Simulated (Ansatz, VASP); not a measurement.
## BeAu3: VASP beside Ansatz

```
Au Be
1.0
     4.01171    0.00000    0.00000
     0.00000    4.01171    0.00000
     0.00000    0.00000    4.01171
Au Be
3 1
Cartesian
  2.0059 2.0059 0.0000
  2.0059 0.0000 2.0059
  0.0000 2.0059 2.0059
  0.0000 0.0000 0.0000
```

Alike in both runs: task single point; functional PBE; k mesh 7 × 7 × 7; occupations fermi-dirac, width 0.05 eV; no spin polarisation.

|  | VASP | Ansatz |
| --- | --- | --- |
| version | VASP 6.6.1 | Ansatz 0.2.0 |
| potentials or method | VASP PAW PBE potentials, release 64 (Au, Be) | Ansatz PAW |
| plane-wave cutoff (eV) | 520 | 420 |
| valence electrons in the cell | 35 | 59 |

Ansatz gave:

```
gap on the k mesh at the Fermi level (eV) : none
pressure (GPa)                            : -1.3
```

Problem. Estimate VASP's values.

Solution. gap on the k mesh at the Fermi level (eV): none; pressure (GPa): -1.6.

A gap of «none» marks a metal or a gap that the smearing closes. With one functional, cell and mesh, what is left measures potentials, basis and numerics. VASP's potentials hold 35 valence electrons a cell and Ansatz's 59, so a difference there can come from the potentials and not from the codes.

Neither program's run includes spin-orbit coupling.
